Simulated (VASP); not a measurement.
Write the native input for VASP 6.6.1 that does the following.

```
Task                   : single point
Functional             : PBEsol
Potentials or basis    : VASP PAW PBE potentials, release 64 (Ta_sv_GW, As_d)
Cutoff                 : 600 eV
k mesh                 : 11 × 11 × 11
Occupations            : fermi-dirac, width 0.05 eV
Spin                   : no spin polarisation
Hubbard terms          : Ta d U = 5.0 eV
Dipole correction      : no
Further INCAR settings : ALGO = Normal; EDIFF = 1e-06; NBANDS = 36
```

The structure of TaAs lies in POSCAR:

```
TaAs
1.0
   -1.7218133622      1.7218133622      5.8679415361
    1.7218133622     -1.7218133622      5.8679415361
    1.7218133622      1.7218133622     -5.8679415361
Ta As
2 2
Direct
    0.4999673000      0.4999673000      0.0000000000
    0.2499673000      0.7499673000      0.5000000000
    0.0826321200      0.0826321200      0.0000000000
    0.8326321200      0.3326321200      0.5000000000
```

One way to write it, as run:

INCAR

```
ALGO = Normal
EDIFF = 1E-6
ENCUT = 600
GGA = PS
GGA_COMPAT = F
ISIF = 2
ISMEAR = -1
LASPH = T
LCHARG = F
LDAU = T
LDAUJ = 0 0
LDAUL = 2 -1
LDAUPRINT = 1
LDAUTYPE = 2
LDAUU = 5 0
LMAXMIX = 4
LREAL = F
LWAVE = F
NBANDS = 36
NELM = 200
PREC = Accurate
SIGMA = 0.05
```

KPOINTS

```
k-points
0
Gamma
  11 11 11
```

Potentials or basis: VASP PAW PBE potentials, release 64 (Ta_sv_GW, As_d).

Command:

```bash
$ cat potpaw_PBE.64/Ta_sv_GW/POTCAR potpaw_PBE.64/As_d/POTCAR > POTCAR
$ mpirun -np 1 vasp_std > vasp.out
```

It gave:

The pressure is 4.6 GPa. The largest force is 0.022 eV/Å and the band gap on the k mesh is zero (bands 28 and 29 overlap by 0.01 eV).

Caveat: the cell stands under pressure; the PAW data sets were made with another functional, which shifts forces and pressure a little; spin-orbit coupling is left out, which moves the levels of the heavy elements; U without spin polarisation on a metal has little footing; the U is typed as a test and isn't derived for this compound.

Run time: 12 min on 1 thread of Intel(R) Xeon(R) Platinum 8559C (Emerald Rapids) (shared host), peak memory 0.65 GiB.
